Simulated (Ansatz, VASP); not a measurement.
## Two plane-wave programs on Sn3Te

INCAR

```
PREC = Accurate ; ENCUT = 520
EDIFF = 1E-6 ; ISMEAR = 0
SIGMA = 0.1 ; LREAL = F
LASPH = T ; NELM = 60
ALGO = Fast ; ISIF = 2
LWAVE = F ; LCHARG = F
GGA = PS ; NBANDS = 32
```

Contents of KPOINTS:

```
regular mesh
0
Gamma
  10 10 10
```

POSCAR

```
Sn3Te
1.0
    4.8722392459      0.0000000000      0.0000000000
    0.0000000000      4.8722392459      0.0000000000
    0.0000000000      0.0000000000      4.8722392459
Sn Te
3 1
Direct
    0.5000000000      0.5000000000      0.0000000000
    0.5000000000      0.0000000000      0.5000000000
    0.0000000000      0.5000000000      0.5000000000
    0.0000000000      0.0000000000      0.0000000000
```

Input for Ansatz:

```yaml
crystal:
  lattice:
    - [4.8722392459, 0.0, 0.0]
    - [0.0, 4.8722392459, 0.0]
    - [0.0, 0.0, 4.8722392459]
  atoms:
    - { symbol: Sn, position: [0.5, 0.5, 0.0] }
    - { symbol: Sn, position: [0.5, 0.0, 0.5] }
    - { symbol: Sn, position: [0.0, 0.5, 0.5] }
    - { symbol: Te, position: [0.0, 0.0, 0.0] }
basis:
  ecutwfc: 420
kpoints:
  mp_grid: { grid: [10, 10, 10] }
hamiltonian:
  xc: pbesol
scf:
  occupations: { method: gaussian, width: 0.1 }
output:
  forces: true
  stress: true
  eigenvalues: true
  write_density: true
  write_potential: true
  elf: true
  volumetric_format: npy
```

Alike in both runs: task single point; functional PBEsol; k mesh 10 × 10 × 10; occupations gaussian, width 0.1 eV; no spin polarisation.

|  | VASP | Ansatz |
| --- | --- | --- |
| version | VASP 6.6.1 | Ansatz 0.2.0 |
| potentials or method | VASP PAW PBE potentials, release 64 (Sn_d, Te), cutoff 520 eV | scalar-relativistic, plane waves, PAW |
| valence electrons in the cell | 48 | 58 |

```tsv
	VASP	Ansatz	Ansatz less VASP
gap on the k mesh at the Fermi level (eV)	none	none	-
pressure (GPa)	-2.6	-2.6	0.00
```

VASP's potentials were made for PBE, not for PBEsol. A gap of «none» marks a metal or a gap that the smearing closes. With one functional, cell and mesh, what is left measures potentials, basis and numerics. VASP's potentials hold 48 valence electrons a cell and Ansatz's 58, so a difference there can come from the potentials and not from the codes.

Spin-orbit coupling is off throughout.
